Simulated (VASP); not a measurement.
# WC (P-6m2) in VASP: notebook

WC is run at these levels: PBEsol; tasks: single point.

Program: VASP 6.6.1. These are calculated values, not measurements. Logs are shortened: lines on timing, memory, paths and dates and some standing lists are left out, and cuts for length are marked.

### Step 1. The cell of the first run

It takes space group P-6m2 (No. 187, hexagonal). The conventional cell has a = 2.907 Å, b = 2.907 Å, c = 2.785 Å, α = 90.00°, β = 90.00°, γ = 120.00°. W (site symmetry -6m2) has 6 C at 2.18 Å and 8 W at 2.79 to 2.91 Å within 3.0 Å. C (site symmetry -6m2) has 6 W at 2.18 Å and 8 C at 2.79 to 2.91 Å within 3.0 Å.

### Step 2. Single point, PBEsol (uniaxial strain along c: -1.5 %, then relaxed in part)

INCAR reads:

```
SYSTEM = WC
PREC     = Accurate       ! precision mode
ENCUT    = 1300           ! plane-wave cutoff, eV
EDIFF    = 1E-6           ! SCF threshold, eV
ISMEAR   = 0              ! smearing method
SIGMA    = 0.1            ! smearing width, eV
LREAL    = .FALSE.        ! projectors in reciprocal space
LASPH    = .TRUE.         ! aspherical terms in the spheres
NELM     = 120            ! most SCF steps
ALGO     = Normal         ! electronic algorithm
ISIF     = 2              ! what is computed and relaxed
LWAVE    = .FALSE.        ! write WAVECAR
LCHARG   = .FALSE.        ! write CHGCAR
GGA      = PS             ! functional
NBANDS   = 16             ! bands
GGA_COMPAT= .FALSE.
```

KPOINTS reads:

```
Automatic mesh
0
G
  24 24 18
  0 0 0
```

POSCAR reads:

```
WC
1.0
    2.9074128511      0.0000000000      0.0000000000
   -1.4537064255      2.5178933883      0.0000000000
    0.0000000000      0.0000000000      2.7853405027
W C
1 1
Direct
    0.0000000005     -0.0000000005      0.0000000000
    0.6666666661      0.3333333339      0.5000000000
```

Potentials or basis: VASP PAW PBE potentials, release 64 (W_sv, C_h).

The run is started by

```console
$ cat potpaw_PBE.64/W_sv/POTCAR potpaw_PBE.64/C_h/POTCAR > POTCAR
$ mpirun -np 1 vasp_std > vasp.out
```

OUTCAR:

```text
SYSTEM = WC
   PREC = Accurate
   ENCUT = 1300
   EDIFF = 1E-6
   ISMEAR = 0
   LREAL = .FALSE.
   LASPH = .TRUE.
   NELM = 120
   ISIF = 2
   GGA = PS

 ion  position               nearest neighbor table
   1  0.000  1.000  0.000-   2 2.18   2 2.18   2 2.18   2 2.18   2 2.18   2 2.18
   2  0.667  0.333  0.500-   1 2.18   1 2.18   1 2.18   1 2.18   1 2.18   1 2.18

  LATTYP: Found a hexagonal cell.
 ALAT       =     2.9074128511
 C/A-ratio  =     0.9580134110

  Lattice vectors:

 A1 = (   2.9074128511,   0.0000000000,   0.0000000000)
 A2 = (  -1.4537064255,   2.5178933883,   0.0000000000)
 A3 = (   0.0000000000,   0.0000000000,   2.7853405027)

Analysis of symmetry for initial positions (statically):
=====================================================================
 Subroutine PRICEL returns:
 Original cell was already a primitive cell.

 Routine SETGRP: Setting up the symmetry group for a
 hexagonal supercell.

 Subroutine GETGRP returns: Found 12 space group operations
 (whereof 12 operations were pure point group operations)
 out of a pool of 24 trial point group operations.

The static configuration has the point symmetry D_3h.

Analysis of symmetry for dynamics (positions and initial velocities):
=====================================================================
 Subroutine PRICEL returns:
 Original cell was already a primitive cell.

 Routine SETGRP: Setting up the symmetry group for a
 hexagonal supercell.

 Subroutine GETGRP returns: Found 12 space group operations
 (whereof 12 operations were pure point group operations)
 out of a pool of 24 trial point group operations.

The dynamic configuration has the point symmetry D_3h.

 Subroutine INISYM returns: Found 12 space group operations
 (whereof 12 operations are pure point group operations),
 and found     1 'primitive' translations

----------------------------------------------------------------------------------------

                                     Primitive cell

  volume of cell :      20.3902

  direct lattice vectors                    reciprocal lattice vectors
     2.907412851  0.000000000  0.000000000     0.343948401  0.198578702  0.000000000
    -1.453706426  2.517893388  0.000000000     0.000000000  0.397157403  0.000000000
     0.000000000  0.000000000  2.785340503     0.000000000  0.000000000  0.359022532

  length of vectors
     2.907412851  2.907412851  2.785340503     0.397157403  0.397157403  0.359022532

  position of ions in fractional coordinates (direct lattice)
     0.000000001  0.999999999  0.000000000
     0.666666666  0.333333334  0.500000000

  ion indices of the primitive-cell ions
   primitive index   ion index
                 1           1
                 2           2

----------------------------------------------------------------------------------------

 KPOINTS: Automatic mesh

Automatic generation of k-mesh.
 Grid dimensions read from file:
 generate k-points for:   24   24   18

 Generating k-lattice:

  Cartesian coordinates                     Fractional coordinates (reciprocal lattice)
     0.014331183  0.008274113  0.000000000     0.041666667 -0.000000000  0.000000000
     0.000000000  0.016548225  0.000000000     0.000000000  0.041666667  0.000000000
     0.000000000  0.000000000  0.019945696     0.000000000  0.000000000  0.055555556

  Length of vectors
     0.016548225  0.016548225  0.019945696

  Shift w.r.t. Gamma in fractional coordinates (k-lattice)
     0.000000000  0.000000000  0.000000000

 Subroutine IBZKPT returns following result:
 ===========================================

 Found    610 irreducible k-points:

 Following reciprocal coordinates:
            Coordinates               Weight
  0.000000  0.000000  0.000000      1.000000
  0.041667  0.000000  0.000000      6.000000
  0.083333  0.000000  0.000000      6.000000
  0.125000  0.000000  0.000000      6.000000
  0.166667  0.000000  0.000000      6.000000
  0.208333  0.000000  0.000000      6.000000
[... 16 lines left out ...]
  0.416667  0.041667  0.000000     12.000000
  0.458333  0.041667  0.000000     12.000000
 [... further k-points ...]
   k-points           NKPTS =    610   k-points in BZ     NKDIM =    610   number of bands    NBANDS=     16
   number of dos      NEDOS =    301   number of ions     NIONS =      2
   total plane-waves  NPLWV =  46656
   dimension x,y,z NGX =    36 NGY =   36 NGZ =   36
   dimension x,y,z NGXF=    72 NGYF=   72 NGZF=   72
   ions per type =               1   1
   NGX,Y,Z   is equivalent  to a cutoff of  20.58, 20.58, 21.49 a.u.
   NGXF,Y,Z  is equivalent  to a cutoff of  41.17, 41.17, 42.97 a.u.
 SYSTEM =  WC
   PREC   = accura    normal or accurate (medium, high low for compatibility)
   ISTART =      0    job   : 0-new  1-cont  2-samecut
   ICHARG =      2    charge: 1-file 2-atom 10-const
   ISPIN  =      1    spin polarized calculation?
   LNONCOLLINEAR =      F non collinear calculations
   LSORBIT =      F    spin-orbit coupling
   LASPH  =      T    aspherical Exc in radial PAW
   ENCUT  = 1300.0 eV  95.55 Ry    9.77 a.u.   8.55  8.55  8.19*2*pi/ulx,y,z
   NELM   =    120;   NELMIN=  2; NELMDL= -5     # of ELM steps
   EDIFF  = 0.1E-05   stopping-criterion for ELM
   LREAL  =      F    real-space projection
[... 7 lines left out ...]
   TEBEG  =    0.0;   TEEND  =   0.0 temperature during run
   PSTRESS=    0.0 pullay stress
   NELECT =      18.0000    total number of electrons
   NUPDOWN=      -1.0000    fix difference up-down
   EMIN   =  10.00;   EMAX   =-10.00  energy-range for DOS
   EFERMI =   0.00;   METHOD = LEGACY
   ISMEAR =     0;   SIGMA  =   0.10  broadening in eV -4-tet -1-fermi 0-gaus
   EFERMI_NEDOS =   21; number of points for ismear=-14 and -15
   IALGO  =     38    algorithm
   IMIX   =      4    mixing-type and parameters
     AMIX     =   0.40;   BMIX     =  1.00
     AMIX_MAG =   1.60;   BMIX_MAG =  1.00
  volume/ion in A,a.u.               =      10.20        68.80
  Fermi-wavevector in a.u.,A,eV,Ry     =   1.570453  2.967725 33.556348  2.466322
  Thomas-Fermi vector in A             =   2.672184
   LORBIT       =      0    0 simple, 1 ext, 2 COOP (PROOUT), +10 PAW based schemes
   GGA     = PS    functional components
   LHFCALC =     F    Hartree Fock is set to
   AEXX    =    0.0000 exact exchange contribution
   IVDW    =     0    specifies the selected vdW correction
   LEPSILON=     F    determine dielectric tensor
   LRPA    =     F    only Hartree local field effects (RPA)
 non-spin polarized calculation
 Gauss-broadening in eV      SIGMA  =   0.10
  energy-cutoff  :     1300.00
  volume of cell :       20.39
 maximum number of plane-waves:      2242
 NGX is ok and might be reduce to    36
   NGX = 17   NGY = 17   NGZ = 17

 number of electron      18.0000000 magnetization

 Free energy of the ion-electron system (eV)
  ---------------------------------------------------
  ext. energy  EPLUGINS =         0.00000000
  ---------------------------------------------------
  free energy    TOTEN  =       -23.89208946 eV

  energy without entropy =      -23.89073790  energy(sigma->0) =      -23.89141368

 E-fermi :  11.5375     XC(G=0): -14.0603

 val. band max:       11.5345403664   @ k =   0.4583  -0.0000   0.3889
 cond. band min:      11.5663189161   @ k =   0.1250   0.0000   0.3333
 fundamental gap:      0.0317785498
 Fermi energy:        11.5374854398

 k-point     1 :       0.0000    0.0000    0.0000
  band No.  band energies     occupation
      1     -62.3679      2.00000
      2     -26.3108      2.00000
      3     -26.2720      2.00000
      4     -26.2720      2.00000
      5      -3.0495      2.00000
      6       7.1108      2.00000
[... 8 lines left out ...]
     15      26.1225      0.00000
     16      28.2581      0.00000

 k-point     2 :       0.0417    0.0000    0.0000
  band No.  band energies     occupation
      1     -62.3669      2.00000
      2     -26.3089      2.00000
      3     -26.2870      2.00000
      4     -26.2754      2.00000
      5      -3.0026      2.00000
      6       7.1234      2.00000
[... 8 lines left out ...]
     15      25.9847      0.00000
     16      28.3563      0.00000

 k-point     3 :       0.0833    0.0000    0.0000
  band No.  band energies     occupation
      1     -62.3639      2.00000
      2     -26.3308      2.00000
      3     -26.3034      2.00000
      4     -26.2853      2.00000
      5      -2.8640      2.00000
      6       7.1224      2.00000
[... 8 lines left out ...]
     15      25.7108      0.00000
     16      28.6439      0.00000

 k-point     4 :       0.1250    0.0000    0.0000
  band No.  band energies     occupation
      1     -62.3592      2.00000
      2     -26.3999      2.00000
      3     -26.3010      2.00000
      4     -26.2946      2.00000
      5      -2.6399      2.00000
      6       6.9739      2.00000
[... 8 lines left out ...]
     15      25.4666      0.00000
     16      29.1020      0.00000

 k-point     5 :       0.1667    0.0000    0.0000
  band No.  band energies     occupation
      1     -62.3531      2.00000
      2     -26.4889      2.00000
      3     -26.3214      2.00000
      4     -26.2830      2.00000
      5      -2.3406      2.00000
      6       6.6411      2.00000
[... 8 lines left out ...]
     15      25.3323      0.00000
     16      29.7020      0.00000

 k-point     6 :       0.2083    0.0000    0.0000
  band No.  band energies     occupation
      1     -62.3460      2.00000
      2     -26.5911      2.00000
      3     -26.3450      2.00000
      4     -26.2696      2.00000
      5      -1.9796      2.00000
      6       6.2334      2.00000
[... 8 lines left out ...]
     15      25.3644      0.00000
     16      30.3163      0.00000

 k-point     7 :       0.2500    0.0000    0.0000
  band No.  band energies     occupation
      1     -62.3384      2.00000
      2     -26.6991      2.00000
      3     -26.3702      2.00000
      4     -26.2552      2.00000
      5      -1.5737      2.00000
      6       5.8174      2.00000
[... 8 lines left out ...]
     15      25.6171      0.00000
     16      30.0320      0.00000

 k-point     8 :       0.2917   -0.0000    0.0000
  band No.  band energies     occupation
      1     -62.3307      2.00000
      2     -26.8055      2.00000
      3     -26.3953      2.00000
      4     -26.2407      2.00000
      5      -1.1436      2.00000
      6       5.4261      2.00000
[... 8 lines left out ...]
     15      26.0901      0.00000
     16      29.1394      0.00000

 k-point     9 :       0.3333    0.0000    0.0000
  band No.  band energies     occupation
      1     -62.3236      2.00000
      2     -26.9032      2.00000
      3     -26.4186      2.00000
      4     -26.2272      2.00000
      5      -0.7139      2.00000
      6       5.0783      2.00000
[... 8 lines left out ...]
     15      26.5414      0.00000
     16      28.2585      0.00000
[... 172 lines left out ...]
 k-point    19 :       0.2500    0.0417    0.0000
  band No.  band energies     occupation
      1     -62.3340      2.00000
      2     -26.7550      2.00000
      3     -26.3892      2.00000
      4     -26.2470      2.00000
      5      -1.3318      2.00000
      6       5.6050      2.00000
[... 8 lines left out ...]
     15      25.8505      0.00000
     16      29.5722      0.00000

 k-point    20 :       0.2917    0.0417    0.0000
  band No.  band energies     occupation
      1     -62.3267      2.00000
      2     -26.8559      2.00000
      3     -26.4145      2.00000
      4     -26.2330      2.00000
      5      -0.8993      2.00000
      6       5.2401      2.00000
[... 8 lines left out ...]
     15      26.3788      0.00000
     16      28.6192      0.00000

 k-point    21 :       0.3333    0.0417    0.0000
  band No.  band energies     occupation
      1     -62.3200      2.00000
      2     -26.9452      2.00000
      3     -26.4371      2.00000
      4     -26.2204      2.00000
      5      -0.4814      2.00000
      6       4.9248      2.00000
[... 8 lines left out ...]
     15      26.5350      0.00000
     16      28.1045      0.00000

 k-point    22 :       0.3750    0.0417    0.0000
  band No.  band energies     occupation
      1     -62.3146      2.00000
      2     -27.0173      2.00000
      3     -26.4554      2.00000
      4     -26.2101      2.00000
      5      -0.1115      2.00000
      6       4.6708      2.00000
[... 8 lines left out ...]
     15      25.8337      0.00000
     16      28.5718      0.00000

 k-point    23 :       0.4167    0.0417    0.0000
  band No.  band energies     occupation
      1     -62.3108      2.00000
      2     -27.0678      2.00000
      3     -26.4683      2.00000
      4     -26.2028      2.00000
      5       0.1709      2.00000
      6       4.4897      2.00000
[... 8 lines left out ...]
     15      25.1064      0.00000
     16      29.1819      0.00000

 k-point    24 :       0.4583    0.0417    0.0000
  band No.  band energies     occupation
      1     -62.3088      2.00000
      2     -27.0939      2.00000
      3     -26.4750      2.00000
      4     -26.1990      2.00000
      5       0.3256      2.00000
      6       4.3943      2.00000
[... 8 lines left out ...]
     15      24.6956      0.00000
     16      29.5548      0.00000

 [... further k-points ...]
[... 5 lines left out ...]
  --------------------------------------------------------------------------------------
  -------------------------------------------------------------------------------------
  Total        0.1478419      0.1478419      1.9690169      0.0000000      0.0000000      0.0000000
  in kB       11.6167816     11.6167816    154.7168726      0.0000000      0.0000000      0.0000000
  external PRESSURE =      59.3168120 kB  Pullay stress =       0.0000000 kB

 VOLUME and BASIS-vectors are now :
 -----------------------------------------------------------------------------
  energy-cutoff  :     1300.00
  volume of cell :       20.39
      direct lattice vectors                 reciprocal lattice vectors
     2.907412851  0.000000000  0.000000000     0.343948401  0.198578702  0.000000000
    -1.453706426  2.517893388  0.000000000     0.000000000  0.397157403  0.000000000
     0.000000000  0.000000000  2.785340503     0.000000000  0.000000000  0.359022532

 POSITION                                       TOTAL-FORCE (eV/Angst)
 -----------------------------------------------------------------------------------
     -1.45371      2.51789      0.00000        -0.000000      0.000000      0.000000
      1.45371      0.83930      1.39267         0.000000      0.000000      0.000000
 -----------------------------------------------------------------------------------
    total drift:                               -0.000001      0.000001      0.000000

  FREE ENERGIE OF THE ION-ELECTRON SYSTEM (eV)
  ---------------------------------------------------
  free  energy   TOTEN  =       -23.8920894599 eV

  energy  without entropy=      -23.8907379004  energy(sigma->0) =      -23.89141368
```

Wall time 5.7 min (1 thread of Intel Xeon Platinum 8488C (Sapphire Rapids), shared host); peak memory 0.84 GiB.

What came out:

| Item | Value |
| --- | --- |
| Free energy | -23.8921 eV |
| Pressure | 5.9 GPa |
| Band gap on the k mesh | zero (bands 9 and 10 overlap by 1.40 eV) |

Stress tensor (GPa, compression positive):
```
 1.16  0.00  0.00
 0.00  1.16  0.00
 0.00  0.00 15.47
```

Caveat: the cell differs from its parent crystal (uniaxial strain along c: -1.5 %, then relaxed in part); the stress differs along the axes, from 1 to 15 GPa; the PAW data sets were made with another functional, which shifts forces and pressure a little; spin-orbit coupling is left out, which moves the levels of the heavy elements.

[end of part 1 of 2]

The gap in the log of VASP goes by the Fermi energy; the results here count the filled bands.